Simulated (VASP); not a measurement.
Input of a VASP 6.6.1 run:

Contents of INCAR:

```
SYSTEM = GaAs
ALGO = Normal ; EDIFF = 1E-7
EDIFFG = -0.015 ; ENCUT = 450
GGA = PS ; GGA_COMPAT = .False.
IBRION = 2 ; ISIF = 2
ISMEAR = -1 ; LASPH = .True.
LCHARG = .False. ; LREAL = .False.
LWAVE = .False. ; NELM = 120
NELMIN = 4 ; NSW = 80
PREC = Accurate ; SIGMA = 0.02
```

The input KPOINTS:

```
k-points
0
Gamma
  8 8 8
  0 0 0
```

The input POSCAR:

```
GaAs
1.0
    0.0000000000      2.8455714065      2.8455714065
    2.8455714065      0.0000000000      2.8455714065
    2.8455714065      2.8455714065      0.0000000000
Ga As
1 1
Direct
    0.0000000000      0.0000000000      0.0000000000
    0.2500000000      0.2500000000      0.2500000000
```

Potentials or basis: VASP PAW PBE potentials, release 64 (Ga_d, As).

The run is started by

```console
$ cat potpaw_PBE.64/Ga_d/POTCAR potpaw_PBE.64/As/POTCAR > POTCAR
$ mpirun -np 1 vasp_std > vasp.out
```

(1) Predict the band gap on the k mesh.

Results:

(1) 0.31 eV.

Caveat: the relaxation stopped at its first step, so nothing moved.
